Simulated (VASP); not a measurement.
# Tl (P6_3/mmc) in VASP: single point with PBE

Aim: the single point of Tl with PBE.

Program: VASP 6.6.1. These are calculated values, not measurements. Logs are shortened: lines on timing, memory, paths and dates and some standing lists are left out, and cuts for length are marked.

## (1) The cell of the first run

The structure is hexagonal, space group P6_3/mmc (No. 194). The conventional cell has a = 3.543 Å, b = 3.543 Å, c = 5.721 Å, α = 90.00°, β = 90.00°, γ = 120.00°. Within 4.6 Å of Tl (site symmetry -6m2) lie 12 Tl at 3.52 to 3.54 Å.

## (2) Single point, PBE (31.10 Å³/atom)

Contents of INCAR:

```
ALGO = Normal
EDIFF = 1E-6
ENCUT = 520
GGA = PE
ISIF = 2
ISMEAR = -1
LASPH = True
LCHARG = True
LELF = True
LREAL = False
LVHAR = True
LWAVE = False
NBANDS = 20
NELM = 60
PREC = Accurate
SIGMA = 0.05
```

Contents of KPOINTS:

```
k-points
0
Gamma
  11 11 6
```

Contents of POSCAR:

```
Tl
1.0
    3.5433624228      0.0000000000      0.0000000000
   -1.7716812114      3.0686418730      0.0000000000
    0.0000000000      0.0000000000      5.7208670653
Tl
2
Direct
    0.3333333333      0.6666666667      0.2500000000
    0.6666666667      0.3333333333      0.7500000000
```

Potentials or basis: VASP PAW PBE potentials, release 64 (Tl_d).

Launch:

```sh
$ cat potpaw_PBE.64/Tl_d/POTCAR > POTCAR
$ mpirun -np 1 vasp_std > vasp.out
```

OUTCAR:

```text
EDIFF = 1E-6
   ENCUT = 520
   GGA = PE
   ISIF = 2
   ISMEAR = -1
   LASPH = True
   LREAL = False
   NELM = 60
   PREC = Accurate

 ion  position               nearest neighbor table
   1  0.333  0.667  0.250-   2 3.52   2 3.52   2 3.52   2 3.52   2 3.52   2 3.52
   2  0.667  0.333  0.750-   1 3.52   1 3.52   1 3.52   1 3.52   1 3.52   1 3.52

  LATTYP: Found a hexagonal cell.
 ALAT       =     3.5433624228
 C/A-ratio  =     1.6145306019

  Lattice vectors:

 A1 = (   3.5433624228,   0.0000000000,   0.0000000000)
 A2 = (  -1.7716812114,   3.0686418730,   0.0000000000)
 A3 = (   0.0000000000,   0.0000000000,   5.7208670653)

Analysis of symmetry for initial positions (statically):
=====================================================================
 Subroutine PRICEL returns:
 Original cell was already a primitive cell.

 Routine SETGRP: Setting up the symmetry group for a
 hexagonal supercell.

 Subroutine GETGRP returns: Found 24 space group operations
 (whereof 12 operations were pure point group operations)
 out of a pool of 24 trial point group operations.

The static configuration has the point symmetry D_3d.
 The point group associated with its full space group is D_6h.

Analysis of symmetry for dynamics (positions and initial velocities):
=====================================================================
 Subroutine PRICEL returns:
 Original cell was already a primitive cell.

 Routine SETGRP: Setting up the symmetry group for a
 hexagonal supercell.

 Subroutine GETGRP returns: Found 24 space group operations
 (whereof 12 operations were pure point group operations)
 out of a pool of 24 trial point group operations.

The dynamic configuration has the point symmetry D_3d.
 The point group associated with its full space group is D_6h.

 Subroutine INISYM returns: Found 24 space group operations
 (whereof 12 operations are pure point group operations),
 and found     1 'primitive' translations

----------------------------------------------------------------------------------------

                                     Primitive cell

  volume of cell :      62.2048

  direct lattice vectors                    reciprocal lattice vectors
     3.543362423  0.000000000  0.000000000     0.282217815  0.162938531  0.000000000
    -1.771681211  3.068641873  0.000000000     0.000000000  0.325877063  0.000000000
     0.000000000  0.000000000  5.720867065     0.000000000  0.000000000  0.174798678

  length of vectors
     3.543362423  3.543362423  5.720867065     0.325877063  0.325877063  0.174798678

  position of ions in fractional coordinates (direct lattice)
     0.333333333  0.666666667  0.250000000
     0.666666667  0.333333333  0.750000000

  ion indices of the primitive-cell ions
   primitive index   ion index
                 1           1
                 2           2

----------------------------------------------------------------------------------------

 KPOINTS: k-points

Automatic generation of k-mesh.
 Grid dimensions read from file:
 generate k-points for:   11   11    6

 Generating k-lattice:

  Cartesian coordinates                     Fractional coordinates (reciprocal lattice)
     0.025656165  0.014812594  0.000000000     0.090909091  0.000000000  0.000000000
     0.000000000  0.029625188  0.000000000     0.000000000  0.090909091  0.000000000
     0.000000000  0.000000000  0.029133113     0.000000000  0.000000000  0.166666667

  Length of vectors
     0.029625188  0.029625188  0.029133113

  Shift w.r.t. Gamma in fractional coordinates (k-lattice)
     0.000000000  0.000000000  0.000000000

 Subroutine IBZKPT returns following result:
 ===========================================

 Found     64 irreducible k-points:

 Following reciprocal coordinates:
            Coordinates               Weight
  0.000000  0.000000  0.000000      1.000000
  0.090909 -0.000000  0.000000      6.000000
  0.181818 -0.000000  0.000000      6.000000
  0.272727 -0.000000  0.000000      6.000000
  0.363636 -0.000000  0.000000      6.000000
  0.454545 -0.000000  0.000000      6.000000
[... 16 lines left out ...]
  0.090909  0.090909  0.166667     12.000000
  0.181818  0.090909  0.166667     24.000000
 [... further k-points ...]
   k-points           NKPTS =     64   k-points in BZ     NKDIM =     64   number of bands    NBANDS=     20
   number of dos      NEDOS =    301   number of ions     NIONS =      2
   total plane-waves  NPLWV =  37632
   dimension x,y,z NGX =    28 NGY =   28 NGZ =   48
   dimension x,y,z NGXF=    56 NGYF=   56 NGZF=   96
   ions per type =               2
   NGX,Y,Z   is equivalent  to a cutoff of  13.14, 13.14, 13.95 a.u.
   NGXF,Y,Z  is equivalent  to a cutoff of  26.27, 26.27, 27.90 a.u.
 SYSTEM =  unknown system
   PREC   = accura    normal or accurate (medium, high low for compatibility)
   ISTART =      0    job   : 0-new  1-cont  2-samecut
   ICHARG =      2    charge: 1-file 2-atom 10-const
   ISPIN  =      1    spin polarized calculation?
   LNONCOLLINEAR =      F non collinear calculations
   LSORBIT =      F    spin-orbit coupling
   LASPH  =      T    aspherical Exc in radial PAW
   ENCUT  =  520.0 eV  38.22 Ry    6.18 a.u.   6.59  6.59 10.64*2*pi/ulx,y,z
   NELM   =     60;   NELMIN=  2; NELMDL= -5     # of ELM steps
   EDIFF  = 0.1E-05   stopping-criterion for ELM
   LREAL  =      F    real-space projection
   EDIFFG = 0.1E-04   stopping-criterion for IOM
   NSW    =      0    number of steps for IOM
   IBRION =     -1    ionic relax: 0-MD 1-quasi-New 2-CG
   NFREE  =      0    steps in history (QN), initial steepest desc. (CG)
   ISIF   =      2    stress and relaxation
   ISYM   =      2    0-nonsym 1-usesym 2-fastsym
   POTIM  = 0.5000    time-step for ionic-motion
   TEBEG  =    0.0;   TEEND  =   0.0 temperature during run
   PSTRESS=    0.0 pullay stress
   NELECT =      26.0000    total number of electrons
   NUPDOWN=      -1.0000    fix difference up-down
   EMIN   =  10.00;   EMAX   =-10.00  energy-range for DOS
   EFERMI =   0.00;   METHOD = LEGACY
   ISMEAR =    -1;   SIGMA  =   0.05  broadening in eV -4-tet -1-fermi 0-gaus
   EFERMI_NEDOS =   21; number of points for ismear=-14 and -15
   IALGO  =     38    algorithm
   IMIX   =      4    mixing-type and parameters
     AMIX     =   0.40;   BMIX     =  1.00
     AMIX_MAG =   1.60;   BMIX_MAG =  1.00
  volume/ion in A,a.u.               =      31.10       209.89
  Fermi-wavevector in a.u.,A,eV,Ry     =   1.224028  2.313078 20.384859  1.498245
  Thomas-Fermi vector in A             =   2.359118
   LORBIT       =      0    0 simple, 1 ext, 2 COOP (PROOUT), +10 PAW based schemes
   GGA     = PE    functional components
   LHFCALC =     F    Hartree Fock is set to
   AEXX    =    0.0000 exact exchange contribution
   IVDW    =     0    specifies the selected vdW correction
   LEPSILON=     F    determine dielectric tensor
   LRPA    =     F    only Hartree local field effects (RPA)
 non-spin polarized calculation
  energy-cutoff  :      520.00
  volume of cell :       62.20
 maximum number of plane-waves:      1713
 NGX is ok and might be reduce to    28
   NGX = 13   NGY = 13   NGZ = 21

 number of electron      26.0000005 magnetization

 Free energy of the ion-electron system (eV)
  ---------------------------------------------------
  ext. energy  EPLUGINS =         0.00000000
  ---------------------------------------------------
  free energy    TOTEN  =        -4.46051081 eV

  energy without entropy =       -4.45126700  energy(sigma->0) =       -4.45588890

 E-fermi :   5.7092     XC(G=0):  -9.7775

 val. band max:        5.7026899374   @ k =   0.2727   0.1818   0.5000
 cond. band min:       5.7867028229   @ k =   0.3636  -0.0000   0.0000
 fundamental gap:      0.0840128855
 Fermi energy:         5.7092255207

 k-point     1 :       0.0000    0.0000    0.0000
  band No.  band energies     occupation
      1      -5.9190      2.00000
      2      -5.7677      2.00000
      3      -5.7445      2.00000
      4      -5.7445      2.00000
      5      -5.7043      2.00000
      6      -5.7043      2.00000
[... 12 lines left out ...]
     19      15.8779      0.00000
     20      16.1375      0.00000

 k-point     2 :       0.0909   -0.0000    0.0000
  band No.  band energies     occupation
      1      -5.8991      2.00000
      2      -5.7870      2.00000
      3      -5.7182      2.00000
      4      -5.7154      2.00000
      5      -5.7032      2.00000
      6      -5.6769      2.00000
[... 12 lines left out ...]
     19      16.2034      0.00000
     20      16.9266      0.00000

 k-point     3 :       0.1818   -0.0000    0.0000
  band No.  band energies     occupation
      1      -5.8966      2.00000
      2      -5.7792      2.00000
      3      -5.7206      2.00000
      4      -5.7057      2.00000
      5      -5.6849      2.00000
      6      -5.6430      2.00000
[... 12 lines left out ...]
     19      15.2127      0.00000
     20      16.9635      0.00000

 k-point     4 :       0.2727   -0.0000    0.0000
  band No.  band energies     occupation
      1      -5.9474      2.00000
      2      -5.7834      2.00000
      3      -5.7788      2.00000
      4      -5.7224      2.00000
      5      -5.6815      2.00000
      6      -5.5500      2.00000
[... 12 lines left out ...]
     19      14.4898      0.00000
     20      16.2017      0.00000

 k-point     5 :       0.3636   -0.0000    0.0000
  band No.  band energies     occupation
      1      -5.9998      2.00000
      2      -5.8524      2.00000
      3      -5.8176      2.00000
      4      -5.7543      2.00000
      5      -5.6248      2.00000
      6      -5.5761      2.00000
[... 12 lines left out ...]
     19      13.8212      0.00000
     20      15.6261      0.00000

 k-point     6 :       0.4545   -0.0000    0.0000
  band No.  band energies     occupation
      1      -6.0310      2.00000
      2      -5.8975      2.00000
      3      -5.8408      2.00000
      4      -5.7724      2.00000
      5      -5.6000      2.00000
      6      -5.5928      2.00000
[... 12 lines left out ...]
     19      13.5936      0.00000
     20      15.3310      0.00000

 k-point     7 :       0.0909    0.0909    0.0000
  band No.  band energies     occupation
      1      -5.8728      2.00000
      2      -5.8110      2.00000
      3      -5.7008      2.00000
      4      -5.6842      2.00000
      5      -5.6841      2.00000
      6      -5.6813      2.00000
[... 12 lines left out ...]
     19      15.9644      0.00000
     20      16.8828      0.00000
[... 277 lines left out ...]
 k-point    20 :       0.2727   -0.0000    0.1667
  band No.  band energies     occupation
      1      -5.9373      2.00000
      2      -5.8205      2.00000
      3      -5.7794      2.00000
      4      -5.7069      2.00000
      5      -5.6649      2.00000
      6      -5.5858      2.00000
[... 12 lines left out ...]
     19      14.3825      0.00000
     20      15.6297      0.00000

 k-point    21 :       0.3636   -0.0000    0.1667
  band No.  band energies     occupation
      1      -5.9863      2.00000
      2      -5.8892      2.00000
      3      -5.8086      2.00000
      4      -5.7310      2.00000
      5      -5.6531      2.00000
      6      -5.5785      2.00000
[... 12 lines left out ...]
     19      13.9068      0.00000
     20      15.1150      0.00000

 k-point    22 :       0.4545   -0.0000    0.1667
  band No.  band energies     occupation
      1      -6.0147      2.00000
      2      -5.9334      2.00000
      3      -5.8275      2.00000
      4      -5.7462      2.00000
      5      -5.6766      2.00000
      6      -5.5495      2.00000
[... 12 lines left out ...]
     19      13.6867      0.00000
     20      14.8738      0.00000

 k-point    23 :       0.0909    0.0909    0.1667
  band No.  band energies     occupation
      1      -5.8657      2.00000
      2      -5.8026      2.00000
      3      -5.7458      2.00000
      4      -5.7125      2.00000
      5      -5.6971      2.00000
      6      -5.6552      2.00000
[... 12 lines left out ...]
     19      15.7502      0.00000
     20      16.4607      0.00000

 k-point    24 :       0.1818    0.0909    0.1667
  band No.  band energies     occupation
      1      -5.8842      2.00000
      2      -5.8029      2.00000
      3      -5.7646      2.00000
      4      -5.7085      2.00000
      5      -5.6987      2.00000
      6      -5.6009      2.00000
[... 12 lines left out ...]
     19      15.4772      0.00000
     20      16.3017      0.00000

 [... further k-points ...]

------------------------ aborting loop because EDIFF is reached ----------------------------------------

  FORCE on cell =-STRESS in cart. coord.  units (eV):
  Direction    XX          YY          ZZ          XY          YZ          ZX
  --------------------------------------------------------------------------------------
  -------------------------------------------------------------------------------------
  Total        0.1410531      0.1410531     -0.1120970      0.0000000     -0.0000000      0.0000000
  in kB        3.6330353      3.6330353     -2.8872277      0.0000000     -0.0000000      0.0000000
  external PRESSURE =       1.4596143 kB  Pullay stress =       0.0000000 kB

 VOLUME and BASIS-vectors are now :
 -----------------------------------------------------------------------------
  energy-cutoff  :      520.00
  volume of cell :       62.20
      direct lattice vectors                 reciprocal lattice vectors
     3.543362423  0.000000000  0.000000000     0.282217815  0.162938531  0.000000000
    -1.771681211  3.068641873  0.000000000     0.000000000  0.325877063  0.000000000
     0.000000000  0.000000000  5.720867065     0.000000000  0.000000000  0.174798678

 POSITION                                       TOTAL-FORCE (eV/Angst)
 -----------------------------------------------------------------------------------
     -0.00000      2.04576      1.43022         0.000000     -0.000000      0.000000
      1.77168      1.02288      4.29065        -0.000000      0.000000      0.000000
 -----------------------------------------------------------------------------------
    total drift:                                0.000000     -0.000000      0.000000

  FREE ENERGIE OF THE ION-ELECTRON SYSTEM (eV)
  ---------------------------------------------------
  free  energy   TOTEN  =        -4.4605108059 eV

  energy  without entropy=       -4.4512669995  energy(sigma->0) =       -4.45588890
```

It took 34 s on 1 thread of Intel Xeon Platinum 8488C (Sapphire Rapids), shared host; peak memory 0.22 GiB.

What came out:

```
Free energy            : -4.4605 eV
Pressure               : 0.1 GPa
Band gap on the k mesh : zero (bands 13 and 14 overlap by 4.97 eV)
```

Stress tensor (GPa, compression positive):
```
 0.36  0.00  0.00
 0.00  0.36  0.00
 0.00  0.00 -0.29
```

Levels at points of the mesh, in eV from the Fermi level:
| k point | band 11 | band 12 | band 13 | band 14 | band 15 | band 16 |
| --- | --- | --- | --- | --- | --- | --- |
| (0.00, 0.00, 0.00) | -9.48 | -5.22 | -2.52 | 7.56 | 7.56 | 9.44 |
| (0.00, 0.00, 0.50) | -8.19 | -8.19 | 2.96 | 2.96 | 8.45 | 8.45 |

Caveat: spin-orbit coupling is left out, which moves the levels of the heavy elements.
